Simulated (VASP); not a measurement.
# AlGa3N4 (R3m) in VASP: a series of runs

AlGa3N4 is run at these levels: LDA; tasks: single point.

Program: VASP 6.6.1. These are calculated values, not measurements. Logs are shortened: lines on timing, memory, paths and dates and some standing lists are left out, and cuts for length are marked.

### Step 1. The cell of the first run

It takes space group R3m (No. 160, trigonal). The conventional cell has a = 6.333 Å, b = 6.333 Å, c = 7.489 Å, α = 90.00°, β = 90.00°, γ = 120.00°. Al (site symmetry 3m) has 4 N at 1.84 to 1.89 Å within 2.4 Å. Ga (site symmetry m) has 4 N at 1.88 to 1.94 Å within 2.5 Å. Within 2.5 Å of N (site symmetry m) lie 3 Ga at 1.88 to 1.94 Å and 1 Al at 1.89 Å. Within 2.4 Å of N (site symmetry 3m) lie 1 Al at 1.84 Å and 3 Ga at 1.94 Å.

### Step 2. Single point, LDA

INCAR reads:

```
PREC     = Accurate       # precision mode
ENCUT    = 520            # plane-wave cutoff, eV
EDIFF    = 1E-6           # SCF threshold, eV
ISMEAR   = 0              # smearing method
SIGMA    = 0.05           # smearing width, eV
LREAL    = False          # projectors in reciprocal space
LASPH    = True           # aspherical terms in the spheres
NELM     = 80             # most SCF steps
ALGO     = Normal         # electronic algorithm
ISIF     = 2              # what is computed and relaxed
LWAVE    = False          # write WAVECAR
LCHARG   = False          # write CHGCAR
NBANDS   = 41             # bands
```

KPOINTS reads:

```
Automatic mesh
0
Gamma
  6 6 6
```

POSCAR reads:

```
AlGa3N4
1.0
    4.4267521656     -0.0515716627     -0.0515716627
   -0.0515716627      4.4267521656     -0.0515716627
   -0.0515716627     -0.0515716627      4.4267521656
Al Ga N
1 3 4
Direct
    0.0000000000      0.0000000000      0.0000000000
    0.5000000000      0.5000000000      0.0000000000
    0.5000000000      0.0000000000      0.5000000000
    0.0000000000      0.5000000000      0.5000000000
    0.7548078379      0.7548078379      0.2451921621
    0.7548078379      0.2451921621      0.7548078379
    0.2451921621      0.7548078379      0.7548078379
    0.2451921621      0.2451921621      0.2451921621
```

Potentials or basis: VASP PAW LDA potentials, release 64 (Al, Ga_d, N).

The run is started by

```sh
> cat potpaw_LDA.64/Al/POTCAR potpaw_LDA.64/Ga_d/POTCAR potpaw_LDA.64/N/POTCAR > POTCAR
> mpirun -np 1 vasp_std > vasp.out
```

OUTCAR:

```text
PREC = Accurate
   ENCUT = 520
   EDIFF = 1E-6
   ISMEAR = 0
   LREAL = False
   LASPH = True
   NELM = 80
   ISIF = 2

 ion  position               nearest neighbor table
   1  0.000  0.000  0.000-   8 1.84   6 1.89   7 1.89   5 1.89   3 3.09   4 3.09   2 3.09   4 3.09
                             3 3.09   2 3.09
   2  0.500  0.500  0.000-   5 1.88   8 1.94   7 1.94   6 1.94   1 3.09   1 3.09
   3  0.500  0.000  0.500-   6 1.88   8 1.94   5 1.94   7 1.94   1 3.09   1 3.09
   4  0.000  0.500  0.500-   7 1.88   8 1.94   5 1.94   6 1.94   1 3.09   1 3.09
   5  0.755  0.755  0.245-   2 1.88   1 1.89   3 1.94   4 1.94
   6  0.755  0.245  0.755-   3 1.88   1 1.89   2 1.94   4 1.94
   7  0.245  0.755  0.755-   4 1.88   1 1.89   2 1.94   3 1.94
   8  0.245  0.245  0.245-   1 1.84   2 1.94   3 1.94   4 1.94

  LATTYP: Found a trigonal (rhomboedric) cell.
 ALAT       =     4.4273529347
 COS(alpha) =    -0.0231579914

  Lattice vectors:

 A1 = (   4.4267521656,  -0.0515716627,  -0.0515716627)
 A2 = (  -0.0515716627,   4.4267521656,  -0.0515716627)
 A3 = (  -0.0515716627,  -0.0515716627,   4.4267521656)

Analysis of symmetry for initial positions (statically):
=====================================================================
 Subroutine PRICEL returns:
 Original cell was already a primitive cell.

 Routine SETGRP: Setting up the symmetry group for a
 trigonal (rhombohedral) supercell.

 Subroutine GETGRP returns: Found  6 space group operations
 (whereof  6 operations were pure point group operations)
 out of a pool of 12 trial point group operations.

The static configuration has the point symmetry C_3v.

Analysis of symmetry for dynamics (positions and initial velocities):
=====================================================================
 Subroutine PRICEL returns:
 Original cell was already a primitive cell.

 Routine SETGRP: Setting up the symmetry group for a
 trigonal (rhombohedral) supercell.

 Subroutine GETGRP returns: Found  6 space group operations
 (whereof  6 operations were pure point group operations)
 out of a pool of 12 trial point group operations.

The dynamic configuration has the point symmetry C_3v.

 Subroutine INISYM returns: Found  6 space group operations
 (whereof  6 operations are pure point group operations),
 and found     1 'primitive' translations

----------------------------------------------------------------------------------------

                                     Primitive cell

  volume of cell :      86.7116

  direct lattice vectors                    reciprocal lattice vectors
     4.426752166 -0.051571663 -0.051571663     0.225961310  0.002663479  0.002663479
    -0.051571663  4.426752166 -0.051571663     0.002663479  0.225961310  0.002663479
    -0.051571663 -0.051571663  4.426752166     0.002663479  0.002663479  0.225961310

  length of vectors
     4.427352935  4.427352935  4.427352935     0.225992703  0.225992703  0.225992703

  position of ions in fractional coordinates (direct lattice)
     0.000000000  0.000000000  0.000000000
     0.500000000  0.500000000  0.000000000
     0.500000000  0.000000000  0.500000000
     0.000000000  0.500000000  0.500000000
     0.754807838  0.754807838  0.245192162
     0.754807838  0.245192162  0.754807838
     0.245192162  0.754807838  0.754807838
     0.245192162  0.245192162  0.245192162

  ion indices of the primitive-cell ions
   primitive index   ion index
                 1           1
                 2           2
                 3           3
                 4           4
                 5           5
                 6           6
                 7           7
                 8           8

----------------------------------------------------------------------------------------

 KPOINTS: Automatic mesh

Automatic generation of k-mesh.
 Grid dimensions read from file:
 generate k-points for:    6    6    6

 Generating k-lattice:

  Cartesian coordinates                     Fractional coordinates (reciprocal lattice)
     0.037660218  0.000443913  0.000443913     0.166666667  0.000000000  0.000000000
     0.000443913  0.037660218  0.000443913     0.000000000  0.166666667  0.000000000
     0.000443913  0.000443913  0.037660218     0.000000000  0.000000000  0.166666667

  Length of vectors
     0.037665451  0.037665451  0.037665451

  Shift w.r.t. Gamma in fractional coordinates (k-lattice)
     0.000000000  0.000000000  0.000000000

 Subroutine IBZKPT returns following result:
 ===========================================

 Found     32 irreducible k-points:

 Following reciprocal coordinates:
            Coordinates               Weight
  0.000000  0.000000  0.000000      1.000000
  0.166667 -0.000000 -0.000000      6.000000
  0.333333 -0.000000  0.000000      6.000000
  0.500000 -0.000000 -0.000000      3.000000
  0.166667  0.166667 -0.000000      6.000000
  0.333333  0.166667 -0.000000     12.000000
[... 16 lines left out ...]
  0.500000  0.500000  0.166667      6.000000
 -0.333333  0.500000  0.166667     12.000000
 [... further k-points ...]
   k-points           NKPTS =     32   k-points in BZ     NKDIM =     32   number of bands    NBANDS=     41
   number of dos      NEDOS =    301   number of ions     NIONS =      8
   total plane-waves  NPLWV =  46656
   dimension x,y,z NGX =    36 NGY =   36 NGZ =   36
   dimension x,y,z NGXF=    72 NGYF=   72 NGZF=   72
   ions per type =               1   3   4
   NGX,Y,Z   is equivalent  to a cutoff of  13.52, 13.52, 13.52 a.u.
   NGXF,Y,Z  is equivalent  to a cutoff of  27.04, 27.04, 27.04 a.u.
 SYSTEM =  unknown system
   PREC   = accura    normal or accurate (medium, high low for compatibility)
   ISTART =      0    job   : 0-new  1-cont  2-samecut
   ICHARG =      2    charge: 1-file 2-atom 10-const
   ISPIN  =      1    spin polarized calculation?
   LNONCOLLINEAR =      F non collinear calculations
   LSORBIT =      F    spin-orbit coupling
   LASPH  =      T    aspherical Exc in radial PAW
   ENCUT  =  520.0 eV  38.22 Ry    6.18 a.u.   8.23  8.23  8.23*2*pi/ulx,y,z
   NELM   =     80;   NELMIN=  2; NELMDL= -5     # of ELM steps
   EDIFF  = 0.1E-05   stopping-criterion for ELM
   LREAL  =      F    real-space projection
   EDIFFG = 0.1E-04   stopping-criterion for IOM
   NSW    =      0    number of steps for IOM
   IBRION =     -1    ionic relax: 0-MD 1-quasi-New 2-CG
   NFREE  =      0    steps in history (QN), initial steepest desc. (CG)
   ISIF   =      2    stress and relaxation
   ISYM   =      2    0-nonsym 1-usesym 2-fastsym
   POTIM  = 0.5000    time-step for ionic-motion
   TEBEG  =    0.0;   TEEND  =   0.0 temperature during run
   PSTRESS=    0.0 pullay stress
   NELECT =      62.0000    total number of electrons
   NUPDOWN=      -1.0000    fix difference up-down
   EMIN   =  10.00;   EMAX   =-10.00  energy-range for DOS
   EFERMI =   0.00;   METHOD = LEGACY
   ISMEAR =     0;   SIGMA  =   0.05  broadening in eV -4-tet -1-fermi 0-gaus
   EFERMI_NEDOS =   21; number of points for ismear=-14 and -15
   IALGO  =     38    algorithm
   IMIX   =      4    mixing-type and parameters
     AMIX     =   0.40;   BMIX     =  1.00
     AMIX_MAG =   1.60;   BMIX_MAG =  1.00
  volume/ion in A,a.u.               =      10.84        73.14
  Fermi-wavevector in a.u.,A,eV,Ry     =   1.463905  2.766380 29.157533  2.143018
  Thomas-Fermi vector in A             =   2.579944
   LORBIT       =      0    0 simple, 1 ext, 2 COOP (PROOUT), +10 PAW based schemes
   GGA     = CA    functional components
   LHFCALC =     F    Hartree Fock is set to
   AEXX    =    0.0000 exact exchange contribution
   IVDW    =     0    specifies the selected vdW correction
   LEPSILON=     F    determine dielectric tensor
   LRPA    =     F    only Hartree local field effects (RPA)
 non-spin polarized calculation
 Gauss-broadening in eV      SIGMA  =   0.05
  energy-cutoff  :      520.00
  volume of cell :       86.71
 maximum number of plane-waves:      2362
 NGX is ok and might be reduce to    36
   NGX = 17   NGY = 17   NGZ = 17

 number of electron      61.9999950 magnetization

 Free energy of the ion-electron system (eV)
  ---------------------------------------------------
  ext. energy  EPLUGINS =         0.00000000
  ---------------------------------------------------
  free energy    TOTEN  =       -58.09993561 eV

  energy without entropy =      -58.09993561  energy(sigma->0) =      -58.09993561

 E-fermi :   5.8124     XC(G=0): -12.0829

 val. band max:        5.5793733588   @ k =   0.0000   0.0000   0.0000
 cond. band min:       8.0328996292   @ k =   0.0000   0.0000   0.0000
 fundamental gap:      2.4535262704
 Fermi energy:         5.8124456433

 k-point     1 :       0.0000    0.0000    0.0000
  band No.  band energies     occupation
      1     -10.3031      2.00000
      2      -9.0317      2.00000
      3      -9.0317      2.00000
      4      -8.9618      2.00000
      5      -7.8005      2.00000
      6      -7.7744      2.00000
[... 33 lines left out ...]
     40      16.0567      0.00000
     41      17.0125      0.00000

 k-point     2 :       0.1667   -0.0000   -0.0000
  band No.  band energies     occupation
      1     -10.1850      2.00000
      2      -9.0565      2.00000
      3      -9.0332      2.00000
      4      -8.9705      2.00000
      5      -7.7933      2.00000
      6      -7.7702      2.00000
[... 33 lines left out ...]
     40      16.3013      0.00000
     41      17.0936      0.00000

 k-point     3 :       0.3333   -0.0000    0.0000
  band No.  band energies     occupation
      1      -9.8692      2.00000
      2      -9.1754      2.00000
      3      -9.0360      2.00000
      4      -8.9813      2.00000
      5      -7.7622      2.00000
      6      -7.7535      2.00000
[... 875 lines left out ...]
      2      -9.1939      2.00000
      3      -9.1587      2.00000
      4      -9.0794      2.00000
      5      -7.7712      2.00000
      6      -7.7650      2.00000
[... 33 lines left out ...]
     40      15.7476      0.00000
     41      15.8254      0.00000

 k-point    24 :      -0.3333    0.5000    0.1667
  band No.  band energies     occupation
      1      -9.3846      2.00000
      2      -9.2457      2.00000
      3      -9.1348      2.00000
      4      -9.0349      2.00000
      5      -7.7790      2.00000
      6      -7.7599      2.00000
[... 33 lines left out ...]
     40      15.5458      0.00000
     41      15.9430      0.00000

 [... further k-points ...]

------------------------ aborting loop because EDIFF is reached ----------------------------------------

  FORCE on cell =-STRESS in cart. coord.  units (eV):
  Direction    XX          YY          ZZ          XY          YZ          ZX
  --------------------------------------------------------------------------------------
  -------------------------------------------------------------------------------------
  Total        0.8019842      0.8019842      0.8019842      2.8306833      2.8306833      2.8306833
  in kB       14.8183216     14.8183216     14.8183216     52.3027441     52.3027441     52.3027441
  external PRESSURE =      14.8183216 kB  Pullay stress =       0.0000000 kB

 VOLUME and BASIS-vectors are now :
 -----------------------------------------------------------------------------
  energy-cutoff  :      520.00
  volume of cell :       86.71
      direct lattice vectors                 reciprocal lattice vectors
     4.426752166 -0.051571663 -0.051571663     0.225961310  0.002663479  0.002663479
    -0.051571663  4.426752166 -0.051571663     0.002663479  0.225961310  0.002663479
    -0.051571663 -0.051571663  4.426752166     0.002663479  0.002663479  0.225961310

 POSITION                                       TOTAL-FORCE (eV/Angst)
 -----------------------------------------------------------------------------------
      0.00000      0.00000      0.00000        -0.258183     -0.258183     -0.258183
      2.18759      2.18759     -0.05157        -0.269712     -0.269712     -0.247869
      2.18759     -0.05157      2.18759        -0.269712     -0.247869     -0.269712
     -0.05157      2.18759      2.18759        -0.247869     -0.269712     -0.269712
      3.28978      3.28978      1.00755         0.281356      0.281356      0.218685
      3.28978      1.00755      3.28978         0.281356      0.218685      0.281356
      1.00755      3.28978      3.28978         0.218685      0.281356      0.281356
      1.06011      1.06011      1.06011         0.264078      0.264078      0.264078
 -----------------------------------------------------------------------------------
    total drift:                               -0.000402     -0.000402     -0.000402

  FREE ENERGIE OF THE ION-ELECTRON SYSTEM (eV)
  ---------------------------------------------------
  free  energy   TOTEN  =       -58.0999356072 eV

  energy  without entropy=      -58.0999356072  energy(sigma->0) =      -58.09993561
```

Wall time 2.6 min (1 thread of Intel Xeon 8259CL, shared host); peak memory 0.23 GiB.

Results:

| Quantity | Value |
| --- | --- |
| Free energy | -58.0999 eV |
| Pressure | 1.5 GPa |
| Largest force | 0.457 eV/Å |
| Band gap on the k mesh | 2.45 eV |

Forces in eV/Å, atoms in the order of the input:
```
Al  -0.258 -0.258 -0.258
Ga  -0.270 -0.270 -0.248
Ga  -0.270 -0.248 -0.270
Ga  -0.248 -0.270 -0.270
N    0.281  0.281  0.219
N    0.281  0.219  0.281
N    0.219  0.281  0.281
N    0.264  0.264  0.264
```

Levels at points of the mesh, in eV from the valence-band top:
```
           k point  band 27  band 28  band 29  band 30  band 31  band 32  band 33  band 34  band 35  band 36
(0.00, 0.00, 0.00)    -2.50    -2.48    -0.14    -0.14     0.00     2.45     3.25     3.27     3.27     6.48
(0.50, 0.00, 0.00)    -2.92    -1.74    -1.52    -1.44    -1.21     4.87     4.95     6.08     6.10     7.72
(0.50, 0.50, 0.00)    -3.18    -1.13    -1.11    -1.00    -0.73     6.71     6.78     6.98     7.26     7.33
(0.50, 0.50, 0.50)    -0.90    -0.90    -0.76    -0.76    -0.75     4.81     5.11     5.11     6.31     8.90
```

[end of part 1 of 2]
